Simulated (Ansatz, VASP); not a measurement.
One calculation of Co, two programs

```
Co
1.0
     3.85560    0.00000    0.00000
    -1.92780    3.33905    0.00000
     0.00000    0.00000    2.37671
Co
3
Direct
  0.00000 0.00000 0.00000
  0.33333 0.66667 0.50000
  0.66667 0.33333 0.50000
```

Alike in both runs: functional LDA; k mesh 9 × 9 × 13; occupations fermi-dirac, width 0.05 eV; collinear spin.

Ansatz relaxed the structure, and its values are those at the end. VASP's run is a single point on that final structure, the one shown.

```csv
,VASP,Ansatz
version,VASP 6.6.1,Ansatz 0.2.0
potentials or method,"VASP PAW LDA potentials, release 64 (Co), cutoff 520 eV","plane waves (420 eV) with PAW, scalar-relativistic"
valence electrons in the cell,27,51
```

Ansatz gave:

```
pressure (GPa)                                                : 0.0
net moment per atom (μB)                                      : 1.58
size of the moment on the site where the two differ most (μB) : 1.61
```

Problem. What did VASP give for the same quantities?

Solution. Pressure (GPa): -1.4; net moment per atom (μB): 1.54; size of the moment on the site where the two differ most (μB): 1.54.

Ansatz warns that its potentials were made for another functional, while VASP's fit it. LDA's correlation is that of Perdew and Zunger in VASP and of Perdew and Wang (1992) in Ansatz. Site moments also hang on the region over which each program counts them. VASP's potentials hold 27 valence electrons a cell and Ansatz's 51, so a difference there can come from the potentials and not from the codes.
